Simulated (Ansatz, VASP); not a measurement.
# Cu in VASP and in Ansatz

```
Cu
1.0
     0.00000    1.75327    1.83461
     1.75327    0.00000    1.83461
     1.75327    1.75327    0.00000
Cu
1
Direct
  0.00000 0.00000 0.00000
```

Change from the starting cell: strain -0.030 along x and y, +0.015 along z, atoms carried along.

Alike in both runs: task single point; functional PBEsol; k mesh 22 × 22 × 22; occupations gaussian, width 0.15 eV; no spin polarisation.

|  | VASP | Ansatz |
| --- | --- | --- |
| version | VASP 6.6.1 | Ansatz 0.2.0 |
| potentials or method | VASP PAW PBE potentials, release 64 (Cu), cutoff 520 eV | scalar-relativistic, plane waves, PAW |
| valence electrons in the cell | 11 | 19 |

```tsv
	VASP	Ansatz	Ansatz less VASP
gap on the k mesh at the Fermi level (eV)	none	none	-
pressure (GPa)	1.3	0.6	-0.67
traceless stress, the component that is largest in VASP (GPa)	-2.29	-2.29	-0.004
```

VASP's potentials were made for PBE, not for PBEsol. A gap of «none» marks a metal or a gap that the smearing closes. VASP's potentials hold 11 valence electrons a cell and Ansatz's 19, so a difference there can come from the potentials and not from the codes.
